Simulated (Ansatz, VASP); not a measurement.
**One calculation of Al, two programs**

```
CELL_PARAMETERS angstrom
0.00000 1.99744 1.99744
1.99744 0.00000 1.99744
1.99744 1.99744 0.00000
ATOMIC_POSITIONS crystal
Al 0.00000 0.00000 0.00000
```

Alike in both runs: task single point; functional BHLYP; k mesh 6 × 6 × 6; occupations fermi-dirac, width 0.05 eV; no spin polarisation.

|  | VASP | Ansatz |
| --- | --- | --- |
| version | VASP 6.6.1 | Ansatz 0.2.0 |
| potentials or method | VASP PAW PBE potentials, release 64 (Al) | Ansatz PAW |
| plane-wave cutoff (eV) | 520 | 420 |
| valence electrons in the cell | 3 | 3 |

|  | VASP | Ansatz | Ansatz less VASP |
| --- | --- | --- | --- |
| gap on the k mesh at the Fermi level (eV) | none | none | - |
| pressure (GPa) | 4.2 | 3.9 | -0.29 |

VASP's potentials were made for PBE, not for BHLYP. A gap of «none» marks a metal or a gap that the smearing closes. The functional is the same, so the differences come from potentials, cutoffs and numerics.

The k mesh is coarse, so the values compare programs but aren't converged.
